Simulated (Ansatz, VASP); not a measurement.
MgVOF2: VASP beside Ansatz

The input INCAR:

```
PREC = Accurate
ENCUT = 520
EDIFF = 1E-6
ISMEAR = 0
SIGMA = 0.1
LREAL = F
LASPH = T
NELM = 150
ALGO = Normal
ISIF = 2
LWAVE = F
LCHARG = F
ISPIN = 2
MAGMOM = 0 2 0 0 0
LORBIT = 11
LMAXMIX = 4
GGA = PE
NBANDS = 30
```

The input KPOINTS:

```
regular mesh
0
Gamma
  6 4 4
```

Contents of POSCAR:

```
MgVOF2
1.0
    3.1616227380      0.0000000000      0.0000000000
   -0.0000646805      4.1238400973      0.0000000000
   -1.5455608560     -2.0539687034      4.8385784378
Mg V O F
1 1 1 2
Direct
    0.3289300000      0.3293180000      0.6560300000
    0.9977430000      0.0013330000      0.0014360000
    0.9495800000      0.4521820000      0.9028000000
    0.3393740000      0.8410370000      0.6797900000
    0.6552060000      0.1618430000      0.3224440000
```

Input for Ansatz:

```yaml
crystal:
  lattice:
    - [3.161622738, 0.0, 0.0]
    - [-6.46805e-05, 4.1238400973, 0.0]
    - [-1.545560856, -2.0539687034, 4.8385784378]
  atoms:
    - { symbol: Mg, position: [0.32893, 0.329318, 0.65603] }
    - { symbol: V, position: [0.997743, 0.001333, 0.001436], spin: 2.0 }
    - { symbol: O, position: [0.94958, 0.452182, 0.9028] }
    - { symbol: F, position: [0.339374, 0.841037, 0.67979] }
    - { symbol: F, position: [0.655206, 0.161843, 0.322444] }
basis:
  ecutwfc: 420
kpoints:
  mp_grid: { grid: [6, 4, 4] }
hamiltonian:
  xc: pbe
scf:
  occupations: { method: gaussian, width: 0.1 }
  lower_state_search: "off"
output:
  forces: true
  stress: true
  eigenvalues: true
  populations: true
magnetization:
  spin_polarized: true
```

Alike in both runs: task single point; functional PBE; k mesh 6 × 4 × 4; occupations gaussian, width 0.1 eV; collinear spin.

|  | VASP | Ansatz |
| --- | --- | --- |
| version | VASP 6.6.1 | Ansatz 0.2.0 |
| potentials or method | VASP PAW PBE potentials, release 64 (Mg, V_sv, O, F), cutoff 520 eV | scalar-relativistic, plane waves, PAW |
| valence electrons in the cell | 35 | 43 |

|  | VASP | Ansatz | Ansatz less VASP |
| --- | --- | --- | --- |
| gap on the k mesh at the Fermi level (eV) | none | none | - |
| pressure (GPa) | -2.6 | -2.4 | +0.23 |
| traceless stress, the component that is largest in VASP (GPa) | -1.53 | -1.49 | +0.042 |
| rms of the force components (eV/Å) | 0.070 | 0.085 | +0.0149 |
| net moment per atom (μB) | 0.60 | 0.60 | 0.000 |
| size of the moment on the site where the two differ most (μB) | 2.64 | 2.22 | -0.418 |

Site moments also hang on the region over which each program counts them. Atom by atom the forces differ by 0.016 eV/Å (rms over components). A gap of «none» marks a metal or a gap that the smearing closes. VASP's potentials hold 35 valence electrons a cell and Ansatz's 43, so a difference there can come from the potentials and not from the codes.

The k mesh is coarse, so the values compare programs but aren't converged.
